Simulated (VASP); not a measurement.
A run of VASP 6.6.1:

The input INCAR:

```
SYSTEM = LiF
PREC = Accurate ; ENCUT = 520
EDIFF = 1E-6 ; ISMEAR = -1
SIGMA = 0.05 ; LREAL = .FALSE.
LASPH = .TRUE. ; NELM = 80
ALGO = Normal ; ISIF = 2
LWAVE = .FALSE. ; LCHARG = .FALSE.
GGA = PE ; NBANDS = 18
```

The input KPOINTS:

```
regular mesh
0
G
  10 10 6
  0 0 0
```

The input POSCAR:

```
LiF
1.0
    3.1012199606      0.0000000000      0.0000000000
   -1.5506099803      2.6857352686      0.0000000000
    0.0000000000      0.0000000000      4.8705860953
F Li
2 2
Direct
    0.6666666667      0.3333333333      0.4938437400
    0.3333333333      0.6666666667      0.9938437400
    0.6666666667      0.3333333333      0.8811542600
    0.3333333333      0.6666666667      0.3811542600
```

Potentials or basis: VASP PAW PBE potentials, release 64 (F, Li_sv).

Run with:

```bash
$ cat potpaw_PBE.64/F/POTCAR potpaw_PBE.64/Li_sv/POTCAR > POTCAR
$ mpirun -np 1 vasp_std > vasp.out
```

Hardware: 1 thread of Intel(R) Xeon(R) Platinum 8259CL CPU @ 2.50GHz (Skylake/Cascade Lake), on a shared host.

Question: Estimate the wall time of this run.

Answer: Run time: 34 s on 1 thread of Intel(R) Xeon(R) Platinum 8259CL CPU @ 2.50GHz (Skylake/Cascade Lake) (shared host), peak memory 0.16 GiB. Counts: scf iterations 13, k points 56.
